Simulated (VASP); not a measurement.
# Se (Pm-3m) in VASP: single point with LDA

Aim: the single point of Se with LDA.

Everything below comes from runs of VASP 6.6.1. Logs are shortened: lines on timing, memory, paths and dates and some standing lists are left out, and cuts for length are marked.

## Step 1: The cell of the first run

Symmetry: Pm-3m, No. 221, cubic system. The conventional cell has a = 2.776 Å, b = 2.776 Å, c = 2.776 Å, α = 90.00°, β = 90.00°, γ = 90.00°. Within 3.7 Å of Se (site symmetry m-3m) lie 6 Se at 2.78 Å.

## Step 2: Single point, LDA

File INCAR:

```
SYSTEM = Se
ALGO = Normal
EDIFF = 1E-6
ENCUT = 520
ISIF = 2
ISMEAR = -1
LASPH = .TRUE.
LCHARG = .FALSE.
LREAL = .FALSE.
LWAVE = .FALSE.
NBANDS = 9
NELM = 80
PREC = Accurate
SIGMA = 0.13605693000000002
```

File KPOINTS:

```
k-points
0
G
  12 12 12
  0 0 0
```

File POSCAR:

```
Se
1.0
    2.7756822714      0.0000000000      0.0000000000
    0.0000000000      2.7756822714      0.0000000000
    0.0000000000      0.0000000000      2.7756822714
Se
1
Direct
    0.0000000000      0.0000000000      0.0000000000
```

Potentials or basis: VASP PAW LDA potentials, release 64 (Se).

Command:

```
$ cat potpaw_LDA.64/Se/POTCAR > POTCAR
$ mpirun -np 1 vasp_std > vasp.out
```

OUTCAR:

```text
SYSTEM = Se
   EDIFF = 1E-6
   ENCUT = 520
   ISIF = 2
   ISMEAR = -1
   LASPH = .TRUE.
   LREAL = .FALSE.
   NELM = 80
   PREC = Accurate

 ion  position               nearest neighbor table
   1  0.000  0.000  0.000-

  LATTYP: Found a simple cubic cell.
 ALAT       =     2.7756822714

  Lattice vectors:

 A1 = (   2.7756822714,   0.0000000000,   0.0000000000)
 A2 = (   0.0000000000,   2.7756822714,   0.0000000000)
 A3 = (   0.0000000000,   0.0000000000,   2.7756822714)

Analysis of symmetry for initial positions (statically):
=====================================================================
 Subroutine PRICEL returns:
 Original cell was already a primitive cell.

 Routine SETGRP: Setting up the symmetry group for a
 simple cubic supercell.

 Subroutine GETGRP returns: Found 48 space group operations
 (whereof 48 operations were pure point group operations)
 out of a pool of 48 trial point group operations.

The static configuration has the point symmetry O_h .

Analysis of symmetry for dynamics (positions and initial velocities):
=====================================================================
 Subroutine PRICEL returns:
 Original cell was already a primitive cell.

 Routine SETGRP: Setting up the symmetry group for a
 simple cubic supercell.

 Subroutine GETGRP returns: Found 48 space group operations
 (whereof 48 operations were pure point group operations)
 out of a pool of 48 trial point group operations.

The dynamic configuration has the point symmetry O_h .

 Subroutine INISYM returns: Found 48 space group operations
 (whereof 48 operations are pure point group operations),
 and found     1 'primitive' translations

----------------------------------------------------------------------------------------

                                     Primitive cell

  volume of cell :      21.3850

  direct lattice vectors                    reciprocal lattice vectors
     2.775682271  0.000000000  0.000000000     0.360271783  0.000000000  0.000000000
     0.000000000  2.775682271  0.000000000     0.000000000  0.360271783  0.000000000
     0.000000000  0.000000000  2.775682271     0.000000000  0.000000000  0.360271783

  length of vectors
     2.775682271  2.775682271  2.775682271     0.360271783  0.360271783  0.360271783

  position of ions in fractional coordinates (direct lattice)
     0.000000000  0.000000000  0.000000000

  ion indices of the primitive-cell ions
   primitive index   ion index
                 1           1

----------------------------------------------------------------------------------------

 KPOINTS: k-points

Automatic generation of k-mesh.
 Grid dimensions read from file:
 generate k-points for:   12   12   12

 Generating k-lattice:

  Cartesian coordinates                     Fractional coordinates (reciprocal lattice)
     0.030022649  0.000000000  0.000000000     0.083333333  0.000000000  0.000000000
     0.000000000  0.030022649  0.000000000     0.000000000  0.083333333  0.000000000
     0.000000000  0.000000000  0.030022649     0.000000000  0.000000000  0.083333333

  Length of vectors
     0.030022649  0.030022649  0.030022649

  Shift w.r.t. Gamma in fractional coordinates (k-lattice)
     0.000000000  0.000000000  0.000000000

 Subroutine IBZKPT returns following result:
 ===========================================

 Found     84 irreducible k-points:

 Following reciprocal coordinates:
            Coordinates               Weight
  0.000000  0.000000  0.000000      1.000000
  0.083333  0.000000  0.000000      6.000000
  0.166667  0.000000  0.000000      6.000000
  0.250000  0.000000  0.000000      6.000000
  0.333333  0.000000  0.000000      6.000000
  0.416667  0.000000  0.000000      6.000000
[... 16 lines left out ...]
  0.333333  0.333333  0.000000     12.000000
  0.416667  0.333333  0.000000     24.000000
 [... further k-points ...]
   k-points           NKPTS =     84   k-points in BZ     NKDIM =     84   number of bands    NBANDS=      9
   number of dos      NEDOS =    301   number of ions     NIONS =      1
   total plane-waves  NPLWV =  13824
   dimension x,y,z NGX =    24 NGY =   24 NGZ =   24
   dimension x,y,z NGXF=    48 NGYF=   48 NGZF=   48
   ions per type =               1
   NGX,Y,Z   is equivalent  to a cutoff of  14.37, 14.37, 14.37 a.u.
   NGXF,Y,Z  is equivalent  to a cutoff of  28.75, 28.75, 28.75 a.u.
 SYSTEM =  Se
   PREC   = accura    normal or accurate (medium, high low for compatibility)
   ISTART =      0    job   : 0-new  1-cont  2-samecut
   ICHARG =      2    charge: 1-file 2-atom 10-const
   ISPIN  =      1    spin polarized calculation?
   LNONCOLLINEAR =      F non collinear calculations
   LSORBIT =      F    spin-orbit coupling
   LASPH  =      T    aspherical Exc in radial PAW
   ENCUT  =  520.0 eV  38.22 Ry    6.18 a.u.   5.16  5.16  5.16*2*pi/ulx,y,z
   NELM   =     80;   NELMIN=  2; NELMDL= -5     # of ELM steps
   EDIFF  = 0.1E-05   stopping-criterion for ELM
   LREAL  =      F    real-space projection
   EDIFFG = 0.1E-04   stopping-criterion for IOM
   NSW    =      0    number of steps for IOM
   IBRION =     -1    ionic relax: 0-MD 1-quasi-New 2-CG
   NFREE  =      0    steps in history (QN), initial steepest desc. (CG)
   ISIF   =      2    stress and relaxation
   ISYM   =      2    0-nonsym 1-usesym 2-fastsym
   POTIM  = 0.5000    time-step for ionic-motion
   TEBEG  =    0.0;   TEEND  =   0.0 temperature during run
   PSTRESS=    0.0 pullay stress
   NELECT =       6.0000    total number of electrons
   NUPDOWN=      -1.0000    fix difference up-down
   EMIN   =  10.00;   EMAX   =-10.00  energy-range for DOS
   EFERMI =   0.00;   METHOD = LEGACY
   ISMEAR =    -1;   SIGMA  =   0.14  broadening in eV -4-tet -1-fermi 0-gaus
   EFERMI_NEDOS =   21; number of points for ismear=-14 and -15
   IALGO  =     38    algorithm
   IMIX   =      4    mixing-type and parameters
     AMIX     =   0.40;   BMIX     =  1.00
     AMIX_MAG =   1.60;   BMIX_MAG =  1.00
  volume/ion in A,a.u.               =      21.38       144.31
  Fermi-wavevector in a.u.,A,eV,Ry     =   1.071738  2.025292 15.627970  1.148623
  Thomas-Fermi vector in A             =   2.207488
   LORBIT       =      0    0 simple, 1 ext, 2 COOP (PROOUT), +10 PAW based schemes
   GGA     = CA    functional components
   LHFCALC =     F    Hartree Fock is set to
   AEXX    =    0.0000 exact exchange contribution
   IVDW    =     0    specifies the selected vdW correction
   LEPSILON=     F    determine dielectric tensor
   LRPA    =     F    only Hartree local field effects (RPA)
 non-spin polarized calculation
  energy-cutoff  :      520.00
  volume of cell :       21.38
 maximum number of plane-waves:       592
 NGX is ok and might be reduce to    24
   NGX = 11   NGY = 11   NGZ = 11

 number of electron       6.0000001 magnetization

 Free energy of the ion-electron system (eV)
  ---------------------------------------------------
  ext. energy  EPLUGINS =         0.00000000
  ---------------------------------------------------
  free energy    TOTEN  =        -4.09349530 eV

  energy without entropy =       -4.06266230  energy(sigma->0) =       -4.07807880

 E-fermi :   5.4268     XC(G=0): -10.3983

 val. band max:        5.3983966192   @ k =   0.4167   0.1667   0.0000
 cond. band min:       5.4453257817   @ k =   0.3333   0.1667   0.1667
 fundamental gap:      0.0469291625
 Fermi energy:         5.4268014542

 k-point     1 :       0.0000    0.0000    0.0000
  band No.  band energies     occupation
      1     -11.1173      2.00000
      2       6.8809      0.00005
      3       6.8809      0.00005
      4       6.8809      0.00005
      5      13.1286      0.00000
      6      13.1286      0.00000
      7      13.3642      0.00000
      8      28.1834      0.00000
      9      28.1834      0.00000

 k-point     2 :       0.0833    0.0000    0.0000
  band No.  band energies     occupation
      1     -11.0118      2.00000
      2       5.7636      0.15524
      3       6.9648      0.00002
      4       6.9648      0.00002
      5      13.2334      0.00000
      6      13.4053      0.00000
      7      14.5385      0.00000
      8      26.4066      0.00000
      9      26.4066      0.00000

 k-point     3 :       0.1667    0.0000    0.0000
  band No.  band energies     occupation
      1     -10.7030      2.00000
      2       3.6666      2.00000
      3       7.2047      0.00000
      4       7.2047      0.00000
      5      13.5407      0.00000
      6      13.7791      0.00000
      7      17.1969      0.00000
      8      24.1382      0.00000
      9      24.1382      0.00000

 k-point     4 :       0.2500    0.0000    0.0000
  band No.  band energies     occupation
      1     -10.2197      2.00000
      2       1.5611      2.00000
      3       7.5630      0.00000
      4       7.5630      0.00000
      5      14.0243      0.00000
      6      14.3900      0.00000
      7      19.7677      0.00000
      8      22.1256      0.00000
      9      22.1256      0.00000

 k-point     5 :       0.3333    0.0000    0.0000
  band No.  band energies     occupation
      1      -9.6306      2.00000
      2      -0.2493      2.00000
      3       7.9665      0.00000
      4       7.9665      0.00000
      5      14.6204      0.00000
      6      15.2372      0.00000
      7      20.2794      0.00000
      8      20.5190      0.00000
      9      20.5190      0.00000

 k-point     6 :       0.4167    0.0000    0.0000
  band No.  band energies     occupation
      1      -9.0871      2.00000
      2      -1.5423      2.00000
      3       8.3000      0.00000
      4       8.3000      0.00000
      5      15.1801      0.00000
      6      16.3018      0.00000
      7      19.0928      0.00000
      8      19.4573      0.00000
      9      19.4573      0.00000
[... 169 lines left out ...]
 k-point    21 :       0.4167    0.2500    0.0000
  band No.  band energies     occupation
      1      -8.1941      2.00000
      2      -0.6888      2.00000
      3       3.3771      2.00000
      4       8.9355      0.00000
      5      11.8773      0.00000
      6      16.8875      0.00000
      7      20.3473      0.00000
      8      21.3532      0.00000
      9      22.8096      0.00000

 k-point    22 :       0.5000    0.2500    0.0000
  band No.  band energies     occupation
      1      -7.9571      2.00000
      2      -1.1757      2.00000
      3       3.5706      2.00000
      4       9.0618      0.00000
      5      11.4540      0.00000
      6      17.2762      0.00000
      7      19.9873      0.00000
      8      20.8324      0.00000
      9      22.9760      0.00000

 k-point    23 :       0.3333    0.3333    0.0000
  band No.  band energies     occupation
      1      -8.1492      2.00000
      2       1.0837      2.00000
      3       1.1830      2.00000
      4       8.9947      0.00000
      5      11.2957      0.00000
      6      16.8620      0.00000
      7      21.6480      0.00000
      8      22.3752      0.00000
      9      22.9238      0.00000

 k-point    24 :       0.4167    0.3333    0.0000
  band No.  band energies     occupation
      1      -7.6069      2.00000
      2      -0.1460      2.00000
      3       1.6107      2.00000
      4       9.3047      0.00000
      5      10.0908      0.00000
      6      17.6210      0.00000
      7      20.9353      0.00000
      8      22.1225      0.00000
      9      22.5826      0.00000

 [... further k-points ...]
[... 5 lines left out ...]
  --------------------------------------------------------------------------------------
  -------------------------------------------------------------------------------------
  Total       -0.0332593     -0.0332593     -0.0332593      0.0000000     -0.0000000      0.0000000
  in kB       -2.4918043     -2.4918043     -2.4918043      0.0000000     -0.0000000      0.0000000
  external PRESSURE =      -2.4918043 kB  Pullay stress =       0.0000000 kB

 VOLUME and BASIS-vectors are now :
 -----------------------------------------------------------------------------
  energy-cutoff  :      520.00
  volume of cell :       21.38
      direct lattice vectors                 reciprocal lattice vectors
     2.775682271  0.000000000  0.000000000     0.360271783  0.000000000  0.000000000
     0.000000000  2.775682271  0.000000000     0.000000000  0.360271783  0.000000000
     0.000000000  0.000000000  2.775682271     0.000000000  0.000000000  0.360271783

 POSITION                                       TOTAL-FORCE (eV/Angst)
 -----------------------------------------------------------------------------------
      0.00000      0.00000      0.00000         0.000000      0.000000      0.000000
 -----------------------------------------------------------------------------------
    total drift:                               -0.000000      0.000000      0.000000

  FREE ENERGIE OF THE ION-ELECTRON SYSTEM (eV)
  ---------------------------------------------------
  free  energy   TOTEN  =        -4.0934953045 eV

  energy  without entropy=       -4.0626622970  energy(sigma->0) =       -4.07807880
```

Run time: 3.5 s. Hardware: 1 thread of Intel Xeon 6975P-C (Granite Rapids), shared host; peak memory 0.13 GiB.

Results:

| Item | Value |
| --- | --- |
| Free energy | -4.0935 eV |
| Pressure | -0.2 GPa |
| Band gap on the k mesh | zero (band 3 reaches 8.43 eV, above the bottom of band 4 at 1.90 eV) |
